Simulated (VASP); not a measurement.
Wanted: the native input for a VASP 6.6.1 run.

```yaml
Task: relaxation of cell and atoms
Functional: r2SCAN
Potentials_or_basis: VASP PAW PBE potentials, release 64 (Ba_sv)
Cutoff: 600 eV
k_mesh: 6 × 6 × 6
Occupations: gaussian, width 0.1 eV
Spin: no spin polarisation
Target_pressure: 30 GPa
Dipole_correction: no
Further_INCAR_settings: ALGO = Normal; EDIFF = 1e-06; IBRION = 2; EDIFFG = -0.02; NSW = 80; ISIF = 3
```

Ba:

```
CELL_PARAMETERS angstrom
2.50500 2.50500 2.50500
-2.50500 2.50500 2.50500
-2.50500 -2.50500 2.50500
ATOMIC_POSITIONS crystal
Ba 0.00000 0.00000 0.00000
```

The input as run:

POSCAR

```
Ba
1.0
    2.5050000000      2.5050000000      2.5050000000
   -2.5050000000      2.5050000000      2.5050000000
   -2.5050000000     -2.5050000000      2.5050000000
Ba
1
Direct
    0.0000000000      0.0000000000      0.0000000000
```

INCAR.step1

```
ALGO = Normal
EDIFF = 1E-4
ENCUT = 600
GGA = PE
ISMEAR = 0
LASPH = True
LCHARG = False
LREAL = False
LWAVE = True
NELM = 80
PREC = Accurate
SIGMA = 0.1
```

INCAR.step2

```
ALGO = Normal
EDIFF = 1E-6
EDIFFG = -0.02
ENCUT = 600
IBRION = 2
ISIF = 3
ISMEAR = 0
ISTART = 1
LASPH = True
LCHARG = False
LMIXTAU = True
LREAL = False
LWAVE = False
METAGGA = R2SCAN
NELM = 80
NSW = 80
PREC = Accurate
PSTRESS = 300.0
SIGMA = 0.1
```

KPOINTS

```
k-points
0
Gamma
  6 6 6
```

Potentials or basis: VASP PAW PBE potentials, release 64 (Ba_sv).

Launch:

```sh
$ cat potpaw_PBE.64/Ba_sv/POTCAR > POTCAR
$ cp INCAR.step1 INCAR
$ mpirun -np 1 vasp_std > vasp.out
$ cp INCAR.step2 INCAR
$ mpirun -np 1 vasp_std > vasp.out
```

Results of the run:

```
Relaxed volume                                             : 25.97 Å³/atom
Relaxed cell                                               : a = 3.231 Å, b = 3.231 Å, c = 3.231 Å, α = 70.53°, β = 109.47°, γ = 70.53°
Space group after relaxing (to 0.1 Å)                      : Im-3m (No. 229)
Energy change on relaxing (the run minimises the enthalpy) : +1815.0 meV/atom
Ionic steps                                                : 10
Pressure after relaxing                                    : 30.0 GPa
Band gap on the k mesh                                     : zero (bands 5 and 6 overlap by 4.78 eV)
```

Caveat: the cell is relaxed towards a set pressure, so the run minimises the enthalpy, not the energy; the volume moved by over 15 % at a fixed basis, so the end points are rough; the PAW data sets were made with another functional, which shifts forces and pressure a little; spin-orbit coupling is left out, which moves the levels of the heavy elements.

Run time: 4.7 min on 1 thread of Intel(R) Xeon(R) 6975P-C (Granite Rapids), with other jobs on the host, peak memory 0.33 GiB.
